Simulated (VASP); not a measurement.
TiSnTe3, 5 atoms in the cell. The structure is trigonal, space group R-3m (No. 166). Conventional cell: a = 7.107 Å, b = 7.107 Å, c = 10.646 Å, α = 90.00°, β = 90.00°, γ = 120.00°. Within 3.6 Å of Ti (site symmetry -3m) lie 6 Te at 2.71 Å. Within 4.7 Å of Sn (site symmetry -3m) lie 12 Te at 3.55 to 4.10 Å and 6 Ti at 4.47 Å. Te (site symmetry 2/m) has 2 Ti at 2.71 Å and 4 Te at 3.55 Å and 2 Sn at 3.55 Å within 3.6 Å. The cell was generated, and may not be a known phase.

- Program: VASP 6.6.1
- Task: relaxation of cell and atoms
- Functional: PBE
- Potentials or basis: VASP PAW PBE potentials, release 64 (Ti_sv, Sn_d, Te)
- Cutoff: 500 eV
- k mesh: 6 × 6 × 6
- Occupations: gaussian, width 0.1 eV
- Spin: no spin polarisation
- Dipole correction: no
- Further INCAR settings: ALGO = Normal; EDIFF = 1e-07; IBRION = 2; EDIFFG = -0.01; NSW = 100; ISIF = 3

Potentials or basis: VASP PAW PBE potentials, release 64 (Ti_sv, Sn_d, Te).

Run with:

```console
$ cat potpaw_PBE.64/Ti_sv/POTCAR potpaw_PBE.64/Sn_d/POTCAR potpaw_PBE.64/Te/POTCAR > POTCAR
$ mpirun -np 1 vasp_std > vasp.out
```

Hardware: 1 thread of AMD EPYC 9R45 96-Core Processor (Zen 5), on a shared host.

Q: How long does it take, and how much memory?

A: It took 10 min on 1 thread of AMD EPYC 9R45 96-Core Processor (Zen 5), with other jobs on the host, peak memory 0.31 GiB. Counts: scf iterations 142, k points 32, ion steps 14.
